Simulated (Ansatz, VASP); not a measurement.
**TaBeBi3: VASP beside Ansatz**

```xyz
5
Lattice="5.0150 0.0000 0.0000 0.0000 5.0150 0.0000 0.0000 0.0000 5.0150" Properties=species:S:1:pos:R:3 pbc="T T T"
Ta    0.0000    0.0000    0.0000
Be    2.5075    2.5075    2.5075
Bi    0.0000    2.5075    2.5075
Bi    2.5075    0.0000    2.5075
Bi    2.5075    2.5075    0.0000
```

Alike in both runs: functional PBE; k mesh 8 × 8 × 8; occupations gaussian, width 0.1 eV; no spin polarisation.

Ansatz relaxed the structure, and its values are those at the end. VASP's run is a single point on that final structure, the one shown.

```csv
,VASP,Ansatz
version,VASP 6.6.1,Ansatz 0.2.0
potentials or method,"VASP PAW PBE potentials, release 64 (Ta_pv, Be, Bi_d), cutoff 520 eV","scalar-relativistic, plane waves, PAW"
valence electrons in the cell,58,60
```

|  | VASP | Ansatz | Ansatz less VASP |
| --- | --- | --- | --- |
| gap on the k mesh at the Fermi level (eV) | none | none | - |
| pressure (GPa) | -0.1 | 0.0 | +0.04 |

A gap of «none» marks a metal or a gap that the smearing closes. VASP's potentials hold 58 valence electrons a cell and Ansatz's 60, so a difference there can come from the potentials and not from the codes.

Spin-orbit coupling is off throughout.
